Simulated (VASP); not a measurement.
# Hg (Cmcm) in VASP: single point with PBE

Aim: the single point of Hg with PBE.

Everything below comes from runs of VASP 6.6.1. Logs are shortened: lines on timing, memory, paths and dates and some standing lists are left out, and cuts for length are marked.

### Step 1. The cell of the first run

The structure is orthorhombic, space group Cmcm (No. 63). Conventional cell: a = 3.375 Å, b = 8.106 Å, c = 4.336 Å, α = 90.00°, β = 90.00°, γ = 90.00°. Hg (site symmetry m2m) has 8 Hg at 3.13 to 3.38 Å within 4.1 Å.

### Step 2. Single point, PBE

INCAR reads:

```
  PREC = Accurate
  ENCUT = 520
  EDIFF = 1E-6
  ISMEAR = 0
  SIGMA = 0.1
  LREAL = False
  LASPH = True
  NELM = 60
  ALGO = Fast
  ISIF = 2
  LWAVE = False
  LCHARG = False
  GGA = PE
  NBANDS = 19
```

KPOINTS reads:

```
Automatic mesh
0
Gamma
  16 16 14
```

POSCAR reads:

```
Hg
1.0
    1.6877222289     -4.0532308140      0.0000000000
    1.6877222289      4.0532308140      0.0000000000
    0.0000000000      0.0000000000      4.3356029132
Hg
2
Direct
    0.8603858944      0.1396141056      0.2500000000
    0.1396141056      0.8603858944      0.7500000000
```

Potentials or basis: VASP PAW PBE potentials, release 64 (Hg).

Command:

```sh
$ cat potpaw_PBE.64/Hg/POTCAR > POTCAR
$ mpirun -np 1 vasp_std > vasp.out
```

OUTCAR:

```text
PREC = Accurate
   ENCUT = 520
   EDIFF = 1E-6
   ISMEAR = 0
   LREAL = False
   LASPH = True
   NELM = 60
   ISIF = 2
   GGA = PE

 ion  position               nearest neighbor table
   1  0.860  0.140  0.250-   2 3.13   2 3.13   2 3.28   2 3.28   2 3.28   2 3.28
   2  0.140  0.860  0.750-   1 3.13   1 3.13   1 3.28   1 3.28   1 3.28   1 3.28

  LATTYP: Found a base centered orthorhombic cell.
 ALAT       =     3.3754444578
 B/A-ratio  =     2.4015982871
 C/A-ratio  =     1.2844539341

  Lattice vectors:

 A1 = (   1.6877222289,  -4.0532308140,   0.0000000000)
 A2 = (   1.6877222289,   4.0532308140,   0.0000000000)
 A3 = (   0.0000000000,   0.0000000000,   4.3356029132)

Analysis of symmetry for initial positions (statically):
=====================================================================
 Subroutine PRICEL returns:
 Original cell was already a primitive cell.

 Routine SETGRP: Setting up the symmetry group for a
 base centered orthorhombic supercell.

 Subroutine GETGRP returns: Found  8 space group operations
 (whereof  4 operations were pure point group operations)
 out of a pool of  8 trial point group operations.

The static configuration has the point symmetry C_2h.
 The point group associated with its full space group is D_2h.

Analysis of symmetry for dynamics (positions and initial velocities):
=====================================================================
 Subroutine PRICEL returns:
 Original cell was already a primitive cell.

 Routine SETGRP: Setting up the symmetry group for a
 base centered orthorhombic supercell.

 Subroutine GETGRP returns: Found  8 space group operations
 (whereof  4 operations were pure point group operations)
 out of a pool of  8 trial point group operations.

The dynamic configuration has the point symmetry C_2h.
 The point group associated with its full space group is D_2h.

 Subroutine INISYM returns: Found  8 space group operations
 (whereof  4 operations are pure point group operations),
 and found     1 'primitive' translations

----------------------------------------------------------------------------------------

                                     Primitive cell

  volume of cell :      59.3174

  direct lattice vectors                    reciprocal lattice vectors
     1.687722229 -4.053230814  0.000000000     0.296257282 -0.123358383  0.000000000
     1.687722229  4.053230814  0.000000000     0.296257282  0.123358383  0.000000000
     0.000000000  0.000000000  4.335602913     0.000000000  0.000000000  0.230648429

  length of vectors
     4.390567885  4.390567885  4.335602913     0.320913801  0.320913801  0.230648429

  position of ions in fractional coordinates (direct lattice)
     0.860385894  0.139614106  0.250000000
     0.139614106  0.860385894  0.750000000

  ion indices of the primitive-cell ions
   primitive index   ion index
                 1           1
                 2           2

----------------------------------------------------------------------------------------

 KPOINTS: Automatic mesh

Automatic generation of k-mesh.
 Grid dimensions read from file:
 generate k-points for:   16   16   14

 Generating k-lattice:

  Cartesian coordinates                     Fractional coordinates (reciprocal lattice)
     0.018516080 -0.007709899  0.000000000     0.062500000  0.000000000  0.000000000
     0.018516080  0.007709899  0.000000000     0.000000000  0.062500000  0.000000000
     0.000000000  0.000000000  0.016474888     0.000000000  0.000000000  0.071428571

  Length of vectors
     0.020057113  0.020057113  0.016474888

  Shift w.r.t. Gamma in fractional coordinates (k-lattice)
     0.000000000  0.000000000  0.000000000

 Subroutine IBZKPT returns following result:
 ===========================================

 Found    584 irreducible k-points:

 Following reciprocal coordinates:
            Coordinates               Weight
  0.000000  0.000000  0.000000      1.000000
  0.062500  0.000000  0.000000      4.000000
  0.125000  0.000000  0.000000      4.000000
  0.187500  0.000000  0.000000      4.000000
  0.250000  0.000000  0.000000      4.000000
  0.312500  0.000000  0.000000      4.000000
[... 16 lines left out ...]
 -0.125000  0.062500  0.000000      4.000000
 -0.062500  0.062500  0.000000      2.000000
 [... further k-points ...]
   k-points           NKPTS =    584   k-points in BZ     NKDIM =    584   number of bands    NBANDS=     19
   number of dos      NEDOS =    301   number of ions     NIONS =      2
   total plane-waves  NPLWV =  41472
   dimension x,y,z NGX =    36 NGY =   36 NGZ =   32
   dimension x,y,z NGXF=    72 NGYF=   72 NGZF=   64
   ions per type =               2
   NGX,Y,Z   is equivalent  to a cutoff of  13.63, 13.63, 12.27 a.u.
   NGXF,Y,Z  is equivalent  to a cutoff of  27.26, 27.26, 24.54 a.u.
 SYSTEM =  unknown system
   PREC   = accura    normal or accurate (medium, high low for compatibility)
   ISTART =      0    job   : 0-new  1-cont  2-samecut
   ICHARG =      2    charge: 1-file 2-atom 10-const
   ISPIN  =      1    spin polarized calculation?
   LNONCOLLINEAR =      F non collinear calculations
   LSORBIT =      F    spin-orbit coupling
   LASPH  =      T    aspherical Exc in radial PAW
   ENCUT  =  520.0 eV  38.22 Ry    6.18 a.u.   8.16  8.16  8.06*2*pi/ulx,y,z
   NELM   =     60;   NELMIN=  2; NELMDL= -5     # of ELM steps
   EDIFF  = 0.1E-05   stopping-criterion for ELM
   LREAL  =      F    real-space projection
   EDIFFG = 0.1E-04   stopping-criterion for IOM
   NSW    =      0    number of steps for IOM
   IBRION =     -1    ionic relax: 0-MD 1-quasi-New 2-CG
   NFREE  =      0    steps in history (QN), initial steepest desc. (CG)
   ISIF   =      2    stress and relaxation
   ISYM   =      2    0-nonsym 1-usesym 2-fastsym
   POTIM  = 0.5000    time-step for ionic-motion
   TEBEG  =    0.0;   TEEND  =   0.0 temperature during run
   PSTRESS=    0.0 pullay stress
   NELECT =      24.0000    total number of electrons
   NUPDOWN=      -1.0000    fix difference up-down
   EMIN   =  10.00;   EMAX   =-10.00  energy-range for DOS
   EFERMI =   0.00;   METHOD = LEGACY
   ISMEAR =     0;   SIGMA  =   0.10  broadening in eV -4-tet -1-fermi 0-gaus
   EFERMI_NEDOS =   21; number of points for ismear=-14 and -15
   IALGO  =     68    algorithm
   IMIX   =      4    mixing-type and parameters
     AMIX     =   0.40;   BMIX     =  1.00
     AMIX_MAG =   1.60;   BMIX_MAG =  1.00
  volume/ion in A,a.u.               =      29.66       200.15
  Fermi-wavevector in a.u.,A,eV,Ry     =   1.210834  2.288145 19.947763  1.466119
  Thomas-Fermi vector in A             =   2.346368
   LORBIT       =      0    0 simple, 1 ext, 2 COOP (PROOUT), +10 PAW based schemes
   GGA     = PE    functional components
   LHFCALC =     F    Hartree Fock is set to
   AEXX    =    0.0000 exact exchange contribution
   IVDW    =     0    specifies the selected vdW correction
   LEPSILON=     F    determine dielectric tensor
   LRPA    =     F    only Hartree local field effects (RPA)
 non-spin polarized calculation
 RMM-DIIS sequential band-by-band and
 Gauss-broadening in eV      SIGMA  =   0.10
  energy-cutoff  :      520.00
  volume of cell :       59.32
 maximum number of plane-waves:      1632
 NGX is ok and might be reduce to    36
   NGX = 17   NGY = 17   NGZ = 17

 number of electron      24.0000000 magnetization

 Free energy of the ion-electron system (eV)
  ---------------------------------------------------
  ext. energy  EPLUGINS =         0.00000000
  ---------------------------------------------------
  free energy    TOTEN  =        -0.34889105 eV

  energy without entropy =       -0.34699534  energy(sigma->0) =       -0.34794319

 E-fermi :   1.2737     XC(G=0):  -9.5748

 val. band max:        1.2704344007   @ k =   0.1875   0.0625   0.1429
 cond. band min:       1.2918029066   @ k =  -0.4375   0.4375   0.4286
 fundamental gap:      0.0213685059
 Fermi energy:         1.2736841397

 k-point     1 :       0.0000    0.0000    0.0000
  band No.  band energies     occupation
      1      -6.3408      2.00000
      2      -5.9018      2.00000
      3      -5.9016      2.00000
      4      -5.6893      2.00000
      5      -5.4902      2.00000
      6      -5.0408      2.00000
[... 11 lines left out ...]
     18      12.2633      0.00000
     19      12.5009      0.00000

 k-point     2 :       0.0625    0.0000    0.0000
  band No.  band energies     occupation
      1      -6.2786      2.00000
      2      -5.8973      2.00000
      3      -5.8889      2.00000
      4      -5.6600      2.00000
      5      -5.4607      2.00000
      6      -5.0612      2.00000
[... 11 lines left out ...]
     18      12.3972      0.00000
     19      12.4850      0.00000

 k-point     3 :       0.1250    0.0000    0.0000
  band No.  band energies     occupation
      1      -6.1092      2.00000
      2      -5.8860      2.00000
      3      -5.8544      2.00000
      4      -5.5721      2.00000
      5      -5.3651      2.00000
      6      -5.1209      2.00000
[... 11 lines left out ...]
     18      12.3932      0.00000
     19      12.4292      0.00000

 k-point     4 :       0.1875    0.0000    0.0000
  band No.  band energies     occupation
      1      -5.9064      2.00000
      2      -5.8713      2.00000
      3      -5.8092      2.00000
      4      -5.4093      2.00000
      5      -5.2139      2.00000
      6      -5.1962      2.00000
[... 407 lines left out ...]
     18      11.6739      0.00000
     19      11.8464      0.00000

 k-point    23 :      -0.1250    0.0625    0.0000
  band No.  band energies     occupation
      1      -6.2067      2.00000
      2      -5.8786      2.00000
      3      -5.8676      2.00000
      4      -5.6857      2.00000
      5      -5.4248      2.00000
      6      -5.0871      2.00000
[... 11 lines left out ...]
     18      11.8001      0.00000
     19      12.0546      0.00000

 k-point    24 :      -0.0625    0.0625    0.0000
  band No.  band energies     occupation
      1      -6.3038      2.00000
      2      -5.8921      2.00000
      3      -5.8907      2.00000
      4      -5.7042      2.00000
      5      -5.4704      2.00000
      6      -5.0537      2.00000
[... 11 lines left out ...]
     18      12.2698      0.00000
     19      12.4711      0.00000

 [... further k-points ...]

------------------------ aborting loop because EDIFF is reached ----------------------------------------

  FORCE on cell =-STRESS in cart. coord.  units (eV):
  Direction    XX          YY          ZZ          XY          YZ          ZX
  --------------------------------------------------------------------------------------
  -------------------------------------------------------------------------------------
  Total        0.0416110      0.0445721      0.0517251      0.0000000      0.0000000      0.0000000
  in kB        1.1239241      1.2039046      1.3971073      0.0000000      0.0000000      0.0000000
  external PRESSURE =       1.2416453 kB  Pullay stress =       0.0000000 kB

 VOLUME and BASIS-vectors are now :
 -----------------------------------------------------------------------------
  energy-cutoff  :      520.00
  volume of cell :       59.32
      direct lattice vectors                 reciprocal lattice vectors
     1.687722229 -4.053230814  0.000000000     0.296257282 -0.123358383  0.000000000
     1.687722229  4.053230814  0.000000000     0.296257282  0.123358383  0.000000000
     0.000000000  0.000000000  4.335602913     0.000000000  0.000000000  0.230648429

 POSITION                                       TOTAL-FORCE (eV/Angst)
 -----------------------------------------------------------------------------------
      1.68772     -2.92145      1.08390         0.000000     -0.002916     -0.000000
      1.68772      2.92145      3.25170         0.000000      0.002916      0.000000
 -----------------------------------------------------------------------------------
    total drift:                               -0.000000     -0.000000      0.000000

  FREE ENERGIE OF THE ION-ELECTRON SYSTEM (eV)
  ---------------------------------------------------
  free  energy   TOTEN  =        -0.3488910470 eV

  energy  without entropy=       -0.3469953378  energy(sigma->0) =       -0.34794319
```

It took 4.1 min on 1 thread of Intel Xeon Platinum 8488C (Sapphire Rapids), shared host; peak memory 0.62 GiB.

What came out:

* Free energy: -0.3489 eV
* Pressure: 0.1 GPa
* Band gap on the k mesh: zero (bands 12 and 13 overlap by 2.26 eV)

Forces on the atoms (eV/Å):
```
Hg   0.000 -0.003  0.000
Hg   0.000  0.003  0.000
```

Caveat: spin-orbit coupling is left out, which moves the levels of the heavy elements.

The gap in the log of VASP goes by the Fermi energy; the results here count the filled bands.